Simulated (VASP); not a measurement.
A run of VASP 6.6.1 is set up as follows.

POSCAR

```
PtSe2
1.0
    3.7286599633      0.0000000000      0.0000000000
   -1.8643299816      3.2291142503      0.0000000000
    0.0000000000      0.0000000000      5.2770334197
Pt Se
1 2
Direct
    0.0000000000      0.0000000000      0.0000000000
    0.3333333333      0.6666666667      0.2462223077
    0.6666666667      0.3333333333      0.7537776923
```

Contents of INCAR.step1:

```
PREC     = Accurate       # precision mode
ENCUT    = 520            # plane-wave cutoff, eV
ISMEAR   = -1             # smearing method
SIGMA    = 0.02           # smearing width, eV
LREAL    = F              # projectors in reciprocal space
LASPH    = T              # aspherical terms in the spheres
NELM     = 60             # most SCF steps
NBANDS   = 18             # bands
GGA      = PE             # functional
ALGO     = Normal         # electronic algorithm
EDIFF    = 1E-4           # SCF threshold, eV
LWAVE    = T              # write WAVECAR
LCHARG   = F              # write CHGCAR
```

File INCAR.step2:

```
PREC     = Accurate       # precision mode
ENCUT    = 520            # plane-wave cutoff, eV
EDIFF    = 1E-6           # SCF threshold, eV
ISMEAR   = -1             # smearing method
SIGMA    = 0.02           # smearing width, eV
LREAL    = F              # projectors in reciprocal space
LASPH    = T              # aspherical terms in the spheres
NELM     = 60             # most SCF steps
ALGO     = Normal         # electronic algorithm
ISIF     = 2              # what is computed and relaxed
LWAVE    = F              # write WAVECAR
LCHARG   = F              # write CHGCAR
METAGGA  = R2SCAN         # meta-GGA
LMIXTAU  = T            
NBANDS   = 18             # bands
ISTART   = 1
```

KPOINTS

```
Automatic mesh
0
Gamma
  12 12 6
```

Potentials or basis: VASP PAW PBE potentials, release 64 (Pt, Se).

Launch:

```sh
$ cat potpaw_PBE.64/Pt/POTCAR potpaw_PBE.64/Se/POTCAR > POTCAR
$ cp INCAR.step1 INCAR
$ mpirun -np 1 vasp_std > vasp.out
$ cp INCAR.step2 INCAR
$ mpirun -np 1 vasp_std > vasp.out
```

Task: What does it give for the band gap on the k mesh?

Result: Zero (band 11 reaches 5.95 eV, above the bottom of band 12 at 5.89 eV).

Task: Estimate the pressure.

Result: 1.4 GPa.

Task: What does it give for the largest force?

Result: 0.019 eV/Å.

Forces in eV/Å, atoms in the order of the input:
```
Pt   0.000  0.000  0.000
Se   0.000  0.000 -0.019
Se   0.000  0.000  0.019
```

Caveat: the PAW data sets were made with another functional, which shifts forces and pressure a little; spin-orbit coupling is left out, which moves the levels of the heavy elements.
